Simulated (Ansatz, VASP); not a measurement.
# Two plane-wave programs on AlCo

The input INCAR:

```
SYSTEM = AlCo
PREC = Accurate
ENCUT = 520
EDIFF = 1E-6
ISMEAR = 0
SIGMA = 0.15
LREAL = .False.
LASPH = .True.
NELM = 80
ALGO = Fast
ISIF = 2
LWAVE = .False.
LCHARG = .False.
GGA = PE
NBANDS = 13
```

The input KPOINTS:

```
Automatic mesh
0
Gamma
  22 22 22
  0 0 0
```

File POSCAR:

```
AlCo
1.0
    3.0230165540      0.0000000000      0.0000000000
    0.0000000000      3.0230165540      0.0000000000
    0.0000000000      0.0000000000      2.8519024094
Al Co
1 1
Direct
    0.0000000000      0.0000000000      0.0000000000
    0.5000000000      0.5000000000      0.5000000000
```

Input for Ansatz:

```yaml
crystal:
  lattice:
    - [3.023016554, 0.0, 0.0]
    - [0.0, 3.023016554, 0.0]
    - [0.0, 0.0, 2.8519024094]
  atoms:
    - { symbol: Al, position: [0.0, 0.0, 0.0] }
    - { symbol: Co, position: [0.5, 0.5, 0.5] }
basis:
  ecutwfc: 420
kpoints:
  mp_grid: { grid: [22, 22, 22] }
hamiltonian:
  xc: pbe
scf:
  occupations: { method: gaussian, width: 0.15 }
output:
  forces: true
  stress: true
  eigenvalues: true
```

Change from the starting cell: strain +0.0600 x Voigt [1, 1, 0, 0, 0, 0], atoms carried along.

Alike in both runs: task single point; functional PBE; k mesh 22 × 22 × 22; occupations gaussian, width 0.15 eV; no spin polarisation.

```csv
,VASP,Ansatz
version,VASP 6.6.1,Ansatz 0.2.0
potentials or method,"VASP PAW PBE potentials, release 64 (Al, Co), cutoff 520 eV","scalar-relativistic, plane waves, PAW"
valence electrons in the cell,12,20
```

Ansatz gave:

```
gap on the k mesh at the Fermi level (eV)                     : none
pressure (GPa)                                                : -15.8
traceless stress, the component that is largest in VASP (GPa) : 5.29
```

Task: Which values does VASP return?

Result: gap on the k mesh at the Fermi level (eV): none; pressure (GPa): -16.1; traceless stress, the component that is largest in VASP (GPa): 5.29.

A gap of «none» marks a metal or a gap that the smearing closes. VASP's potentials hold 12 valence electrons a cell and Ansatz's 20, so a difference there can come from the potentials and not from the codes.
